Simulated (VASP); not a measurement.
# GaN (F-43m) in VASP: notebook

The runs below take GaN through relaxation of cell and atoms, with PBEsol.

All numbers are computed with VASP 6.6.1; they aren't measurements. Logs are shortened: lines on timing, memory, paths and dates and some standing lists are left out, and cuts for length are marked.

### 1 The cell of the first run

Symmetry: F-43m, No. 216, cubic system. Conventional cell: a = 4.507 Å, b = 4.507 Å, c = 4.507 Å, α = 90.00°, β = 90.00°, γ = 90.00°. Ga (site symmetry -43m) has 4 N at 1.95 Å within 2.6 Å. Within 2.6 Å of N (site symmetry -43m) lie 4 Ga at 1.95 Å.

### 2 Relaxation of cell and atoms, PBEsol, target pressure 5 GPa, at which the enthalpy is minimised

INCAR

```
SYSTEM = GaN
PREC = Accurate ; ENCUT = 600
EDIFF = 1E-6 ; ISMEAR = -1
SIGMA = 0.05 ; LREAL = .False.
LASPH = .True. ; NELM = 100
ALGO = Normal ; ISIF = 3
LWAVE = .False. ; LCHARG = .False.
GGA = PS ; IBRION = 2
NSW = 60 ; EDIFFG = -0.01
PSTRESS = 50.0
```

KPOINTS

```
Automatic mesh
0
Gamma
  10 10 10
  0 0 0
```

POSCAR

```
GaN
1.0
    0.0000000000      2.2535006075      2.2535006075
    2.2535006075      0.0000000000      2.2535006075
    2.2535006075      2.2535006075      0.0000000000
Ga N
1 1
Direct
    0.0000000000      0.0000000000      0.0000000000
    0.2500000000      0.2500000000      0.2500000000
```

Potentials or basis: VASP PAW PBE potentials, release 64 (Ga_d, N).

Launch:

```bash
cat potpaw_PBE.64/Ga_d/POTCAR potpaw_PBE.64/N/POTCAR > POTCAR
mpirun -np 1 vasp_std > vasp.out
```

OUTCAR:

```text
SYSTEM = GaN
   PREC = Accurate
   ENCUT = 600
   EDIFF = 1E-6
   ISMEAR = -1
   LREAL = .False.
   LASPH = .True.
   NELM = 100
   ISIF = 3
   GGA = PS
   IBRION = 2
   NSW = 60
   EDIFFG = -0.01
   PSTRESS = 50.0

 ion  position               nearest neighbor table
   1  0.000  0.000  0.000-   2 1.95   2 1.95   2 1.95   2 1.95
   2  0.250  0.250  0.250-   1 1.95   1 1.95   1 1.95   1 1.95

  LATTYP: Found a face centered cubic cell.
 ALAT       =     4.5070012150

  Lattice vectors:

 A1 = (   0.0000000000,   2.2535006075,   2.2535006075)
 A2 = (   2.2535006075,   0.0000000000,   2.2535006075)
 A3 = (   2.2535006075,   2.2535006075,   0.0000000000)

Analysis of symmetry for initial positions (statically):
=====================================================================
 Subroutine PRICEL returns:
 Original cell was already a primitive cell.

 Routine SETGRP: Setting up the symmetry group for a
 face centered cubic supercell.

 Subroutine GETGRP returns: Found 24 space group operations
 (whereof 24 operations were pure point group operations)
 out of a pool of 48 trial point group operations.

The static configuration has the point symmetry T_d .

Analysis of symmetry for dynamics (positions and initial velocities):
=====================================================================
 Subroutine PRICEL returns:
 Original cell was already a primitive cell.

 Routine SETGRP: Setting up the symmetry group for a
 face centered cubic supercell.

 Subroutine GETGRP returns: Found 24 space group operations
 (whereof 24 operations were pure point group operations)
 out of a pool of 48 trial point group operations.

The dynamic configuration has the point symmetry T_d .

 Subroutine INISYM returns: Found 24 space group operations
 (whereof 24 operations are pure point group operations),
 and found     1 'primitive' translations

----------------------------------------------------------------------------------------

                                     Primitive cell

  volume of cell :      22.8877

  direct lattice vectors                    reciprocal lattice vectors
     0.000000000  2.253500607  2.253500607    -0.221877020  0.221877020  0.221877020
     2.253500607  0.000000000  2.253500607     0.221877020 -0.221877020  0.221877020
     2.253500607  2.253500607  0.000000000     0.221877020  0.221877020 -0.221877020

  length of vectors
[... 93 lines left out ...]
   NELECT =      18.0000    total number of electrons
   NUPDOWN=      -1.0000    fix difference up-down
   EMIN   =  10.00;   EMAX   =-10.00  energy-range for DOS
   EFERMI =   0.00;   METHOD = LEGACY
   ISMEAR =    -1;   SIGMA  =   0.05  broadening in eV -4-tet -1-fermi 0-gaus
   EFERMI_NEDOS =   21; number of points for ismear=-14 and -15
   IALGO  =     38    algorithm
   IMIX   =      4    mixing-type and parameters
     AMIX     =   0.40;   BMIX     =  1.00
     AMIX_MAG =   1.60;   BMIX_MAG =  1.00
  volume/ion in A,a.u.               =      11.44        77.23
  Fermi-wavevector in a.u.,A,eV,Ry     =   1.511117  2.855596 31.068543  2.283473
  Thomas-Fermi vector in A             =   2.621216
   LORBIT       =      0    0 simple, 1 ext, 2 COOP (PROOUT), +10 PAW based schemes
   GGA     = PS    functional components
   LHFCALC =     F    Hartree Fock is set to
   AEXX    =    0.0000 exact exchange contribution
   IVDW    =     0    specifies the selected vdW correction
   LEPSILON=     F    determine dielectric tensor
   LRPA    =     F    only Hartree local field effects (RPA)
 conjugate gradient relaxation of ions
 non-spin polarized calculation
  energy-cutoff  :      600.00
  volume of cell :       22.89
 maximum number of plane-waves:       785
 NGX is ok and might be reduce to    28
   NGX = 13   NGY = 13   NGZ = 13

--------------------------------------- Ionic step        1  -------------------------------------------

 number of electron      18.0000005 magnetization

 Free energy of the ion-electron system (eV)
  ---------------------------------------------------
  ext. energy  EPLUGINS =         0.00000000
  ---------------------------------------------------
  free energy    TOTEN  =       -13.12373633 eV

  energy without entropy =      -13.12373633  energy(sigma->0) =      -13.12373633

------------------------ aborting loop because EDIFF is reached ----------------------------------------

  FORCE on cell =-STRESS in cart. coord.  units (eV):
  Direction    XX          YY          ZZ          XY          YZ          ZX
  --------------------------------------------------------------------------------------
  -------------------------------------------------------------------------------------
  Total       -0.2150045     -0.2150045     -0.2150045      0.0000000     -0.0000000     -0.0000000
  in kB      -15.0506448    -15.0506448    -15.0506448      0.0000000     -0.0000000     -0.0000000
  external PRESSURE =     -65.0506448 kB  Pullay stress =      50.0000000 kB
[... 63 lines left out ...]
--------------------------------------- Ionic step        3  -------------------------------------------

 number of electron      18.0000001 magnetization

 Free energy of the ion-electron system (eV)
  ---------------------------------------------------
  ext. energy  EPLUGINS =         0.00000000
  ---------------------------------------------------
  free energy    TOTEN  =       -13.11620816 eV

  energy without entropy =      -13.11620816  energy(sigma->0) =      -13.11620816

 E-fermi :   6.5257     XC(G=0): -12.0794

 val. band max:        5.5135260362   @ k =   0.0000   0.0000   0.0000
 cond. band min:       7.4066315293   @ k =   0.0000   0.0000   0.0000
 fundamental gap:      1.8931054931
 Fermi energy:         6.5257211243

 k-point     1 :       0.0000    0.0000    0.0000
  band No.  band energies     occupation
      1     -10.7080      2.00000
      2      -7.9246      2.00000
      3      -7.9246      2.00000
      4      -7.9246      2.00000
      5      -7.5643      2.00000
      6      -7.5643      2.00000
      7       5.5135      2.00000
      8       5.5135      2.00000
      9       5.5135      2.00000
     10       7.4066      0.00000
     11      15.9208      0.00000
     12      15.9208      0.00000
     13      15.9208      0.00000
[... 354 lines left out ...]
  band No.  band energies     occupation
      1      -9.5855      2.00000
      2      -7.7899      2.00000
      3      -7.6747      2.00000
      4      -7.6733      2.00000
      5      -7.4972      2.00000
      6      -6.6894      2.00000
      7       0.3861      2.00000
      8       2.9048      2.00000
      9       3.2439      2.00000
     10       9.9100      0.00000
     11      12.8256      0.00000
     12      16.3578      0.00000
     13      18.5793      0.00000

 [... further k-points ...]
[... 5 lines left out ...]
  --------------------------------------------------------------------------------------
  -------------------------------------------------------------------------------------
  Total        0.7030871      0.7030871      0.7030871      0.0000000      0.0000000     -0.0000000
  in kB       50.8589564     50.8589564     50.8589564      0.0000000      0.0000000     -0.0000000
  external PRESSURE =       0.8589564 kB  Pullay stress =      50.0000000 kB
[... 21 lines left out ...]
  energy  without entropy=      -13.1162081565  energy(sigma->0) =      -13.11620816

  enthalpy is  TOTEN    =       -12.4249955213 eV   P V=        0.6912126353

 reached required accuracy - stopping structural energy minimisation
```

OSZICAR:

```text
N       E                     dE             d eps       ncg     rms          rms(c)
DAV:   1     0.902785379517E+02    0.90279E+02   -0.10562E+04  1331   0.271E+03
DAV:   2    -0.739266009372E+01   -0.97671E+02   -0.92852E+02  1387   0.376E+02
DAV:   3    -0.148039880464E+02   -0.74113E+01   -0.73639E+01  1392   0.945E+01
[... 24 lines left out ...]
DAV:   3    -0.131204149554E+02    0.36787E-01   -0.45619E-02  1442   0.865E+00    0.262E-01
DAV:   4    -0.131162305521E+02    0.41844E-02   -0.67311E-03  1536   0.127E+00    0.413E-02
DAV:   5    -0.131162100381E+02    0.20514E-04   -0.11312E-04  1610   0.180E-01    0.240E-02
DAV:   6    -0.131162085275E+02    0.15106E-05   -0.20484E-05  1432   0.128E-01    0.440E-03
DAV:   7    -0.131162081566E+02    0.37095E-06   -0.23360E-06   939   0.661E-02
   3 F= -.12424996E+02 E0= -.12424996E+02  d E =-.155293E-01
```

CONTCAR:

```text
GaN
   1.00000000000000
     0.0000000000000000    2.2289863910903946    2.2289863910903946
     2.2289863910903946    0.0000000000000000    2.2289863910903946
     2.2289863910903946    2.2289863910903946   -0.0000000000000000
  Ga              N
     1     1
Direct
     0.0000000000000000    0.0000000000000000    0.0000000000000000
     0.2500000000000000    0.2500000000000000    0.2500000000000000

  0.00000000E+00  0.00000000E+00  0.00000000E+00
  0.00000000E+00  0.00000000E+00  0.00000000E+00
```

It took 44 s on 1 thread of Intel Xeon 6975P-C, shared host; peak memory 0.18 GiB.

Results:

| Quantity | Value |
| --- | --- |
| Free energy | -13.1162 eV |
| Relaxed volume | 11.07 Å³/atom |
| Relaxed cell | a = 3.152 Å, b = 3.152 Å, c = 3.152 Å, α = 60.00°, β = 60.00°, γ = 60.00° |
| Space group after relaxing (to 0.05 Å) | F-43m (No. 216) |
| Energy change on relaxing (the enthalpy is what falls) | +3.8 meV/atom |
| Ionic steps | 3 |
| Pressure after relaxing | 5.1 GPa |
| Band gap on the k mesh | 1.89 eV, direct |

The path:
```csv
step,energy change (eV),largest force (eV/Å),pressure (GPa),volume (Å³)
1,0.0000,0.0000,-1.51,22.89
2,0.0495,0.0000,12.81,21.38
3,0.0075,0.0000,5.09,22.15
```

Final structure:
```yaml
crystal:
  lattice:
    - [0.00000, 2.22899, 2.22899]
    - [2.22899, 0.00000, 2.22899]
    - [2.22899, 2.22899, 0.00000]
  atoms:
    - { symbol: Ga, position: [0.00000, 0.00000, 0.00000] }
    - { symbol: N, position: [0.25000, 0.25000, 0.25000] }
```

Levels at points of the mesh, in eV from the valence-band top:
```csv
k point,band 5,band 6,band 7,band 8,band 9,band 10,band 11,band 12,band 13
"(0.00, 0.00, 0.00)",-13.08,-13.08,0.00,0.00,0.00,1.89,10.41,10.41,10.41
"(0.50, 0.00, 0.00)",-13.03,-11.83,-7.33,-1.02,-1.02,4.79,8.79,10.43,10.43
"(0.50, 0.50, 0.00)",-12.99,-11.41,-6.32,-2.85,-2.85,3.23,6.75,11.81,14.23
```

Caveat: the cell is relaxed towards a set pressure, so the enthalpy falls and the energy may rise; the PAW data sets were made with another functional, which shifts forces and pressure a little.

### 3 Relaxation of cell and atoms, PBEsol, target pressure 10 GPa, at which the enthalpy is minimised

INCAR

```
SYSTEM = GaN
PREC = Accurate
ENCUT = 600
EDIFF = 1E-7
ISMEAR = -1
SIGMA = 0.05
LREAL = .FALSE.
LASPH = .TRUE.
NELM = 80
ALGO = Normal
ISIF = 3
LWAVE = .FALSE.
LCHARG = .FALSE.
GGA = PS
IBRION = 2
NSW = 60
EDIFFG = -0.01
PSTRESS = 100.0
```

KPOINTS

```
regular mesh
0
G
  10 10 10
  0 0 0
```

POSCAR is that of step 2.

Potentials or basis: VASP PAW PBE potentials, release 64 (Ga_d, N).

Launch:

```bash
cat potpaw_PBE.64/Ga_d/POTCAR potpaw_PBE.64/N/POTCAR > POTCAR
mpirun -np 1 vasp_std > vasp.out
```

It took 48 s on 1 thread of Intel Xeon 6975P-C, shared host; peak memory 0.18 GiB.

Results (log left out):

```yaml
Free_energy: -13.0938 eV
Relaxed_volume: 10.83 Å³/atom
Relaxed_cell: a = 3.129 Å, b = 3.129 Å, c = 3.129 Å, α = 60.00°, β = 60.00°, γ = 60.00°
Space_group_after_relaxing_to_0.05_Å: F-43m (No. 216)
Energy_change_on_relaxing_the_enthalpy_is_what_falls: +15.0 meV/atom
Ionic_steps: 3
Pressure_after_relaxing: 9.9 GPa
Band_gap_on_the_k_mesh: 2.04 eV, direct
```

Step by step:
| step | energy change (eV) | largest force (eV/Å) | pressure (GPa) | volume (Å³) |
| --- | --- | --- | --- | --- |
| 1 | 0.0000 | 0.0000 | -1.50 | 22.89 |
| 2 | 0.1866 | 0.0000 | 27.42 | 20.27 |
| 3 | 0.0299 | 0.0000 | 9.87 | 21.66 |

Final structure:
```
Ga N
1.0
     0.00000    2.21247    2.21247
     2.21247    0.00000    2.21247
     2.21247    2.21247    0.00000
Ga N
1 1
Direct
  0.00000 0.00000 0.00000
  0.25000 0.25000 0.25000
```

Levels at points of the mesh, in eV from the valence-band top:
| k point | band 7 | band 8 | band 9 | band 10 | band 11 | band 12 |
| --- | --- | --- | --- | --- | --- | --- |
| (0.00, 0.00, 0.00) | 0.00 | 0.00 | 0.00 | 2.04 | 10.55 | 10.55 |
| (0.50, 0.00, 0.00) | -7.49 | -1.05 | -1.05 | 4.94 | 8.90 | 10.55 |
| (0.50, 0.50, 0.00) | -6.41 | -2.94 | -2.94 | 3.24 | 6.87 | 11.98 |

Caveat: the cell is relaxed towards a set pressure, so the enthalpy falls and the energy may rise; the PAW data sets were made with another functional, which shifts forces and pressure a little. A hybrid or GW would open this gap; PBEsol tends to underestimate it.

### 4 Relaxation of cell and atoms, PBEsol, target pressure 20 GPa, at which the enthalpy is minimised

INCAR

```
SYSTEM = GaN
PREC = Accurate ; ENCUT = 600
EDIFF = 1E-6 ; ISMEAR = -1
SIGMA = 0.05 ; LREAL = .FALSE.
LASPH = .TRUE. ; NELM = 100
ALGO = Normal ; ISIF = 3
LWAVE = .FALSE. ; LCHARG = .FALSE.
GGA = PS ; IBRION = 2
NSW = 60 ; EDIFFG = -0.01
PSTRESS = 200.0
```

KPOINTS

```
Automatic mesh
0
G
  10 10 10
  0 0 0
```

POSCAR is that of step 3.

Launch:

```bash
cat potpaw_PBE.64/Ga_d/POTCAR potpaw_PBE.64/N/POTCAR > POTCAR
mpirun -np 1 vasp_std > vasp.out
```

Wall time 57 s (1 thread of Intel Xeon 6975P-C, shared host); peak memory 0.18 GiB.

It converged, with:

```
Free energy                                            : -13.0168 eV
Relaxed volume                                         : 10.41 Å³/atom
Relaxed cell                                           : a = 3.088 Å, b = 3.088 Å, c = 3.088 Å, α = 60.00°, β = 60.00°, γ = 60.00°
Space group after relaxing (to 0.05 Å)                 : F-43m (No. 216)
Energy change on relaxing (the enthalpy is what falls) : +53.5 meV/atom
Ionic steps                                            : 4
Pressure after relaxing                                : 19.9 GPa
Band gap on the k mesh                                 : 2.29 eV, direct
```

The path:
```
step  energy change (eV)  largest force (eV/Å)  pressure (GPa)  volume (Å³)
   1              0.0000                0.0000           -1.51        22.89
   2              0.7912                0.0000           68.08        18.17
   3              0.1002                0.0000           19.15        20.87
   4              0.1070                0.0000           19.85        20.82
```

Final structure:
```cif
data_structure
_symmetry_space_group_name_H-M 'P 1'
_symmetry_Int_Tables_number 1
_cell_length_a 3.0877
_cell_length_b 3.0877
_cell_length_c 3.0877
_cell_angle_alpha 60.000
_cell_angle_beta 60.000
_cell_angle_gamma 60.000
_cell_volume 20.82
loop_
_atom_site_label
_atom_site_type_symbol
_atom_site_fract_x
_atom_site_fract_y
_atom_site_fract_z
_atom_site_occupancy
Ga1 Ga 0.00000 0.00000 0.00000 1
N1 N 0.25000 0.25000 0.25000 1
```

Levels at points of the mesh, in eV from the valence-band top:
```
           k point  band 5  band 6  band 7  band 8  band 9  band 10  band 11  band 12  band 13
(0.00, 0.00, 0.00)  -13.10  -13.10    0.00    0.00    0.00     2.29    10.80    10.80    10.80
(0.50, 0.00, 0.00)  -13.04  -11.84   -7.78   -1.11   -1.11     5.21     9.10    10.75    10.75
(0.50, 0.50, 0.00)  -13.00  -11.43   -6.59   -3.09   -3.09     3.24     7.09    12.30    14.90
```

Caveat: the cell is relaxed towards a set pressure, so the enthalpy falls and the energy may rise; the PAW data sets were made with another functional, which shifts forces and pressure a little. As with any semilocal functional, this PBEsol gap is likely too small.

### 5 Summary

```csv
cell,gap on the mesh (eV),pressure (GPa)
relaxed to 5 GPa,1.89,5.1
relaxed to 10 GPa,2.04,9.9
relaxed to 20 GPa,2.29,19.9
```

Alike in all rows: task relaxation of cell and atoms; level PBEsol; potentials or basis VASP PAW PBE potentials, release 64 (Ga_d, N); no spin polarisation; k mesh 10 × 10 × 10; cutoff (eV) 600; smearing fermi-dirac 0.05 eV.

Caveats: the cell is relaxed towards a set pressure, so the enthalpy falls and the energy may rise; the PAW data sets were made with another functional, which shifts forces and pressure a little.

Total energies depend on the potentials used, so only differences within one code and one set of settings carry meaning.
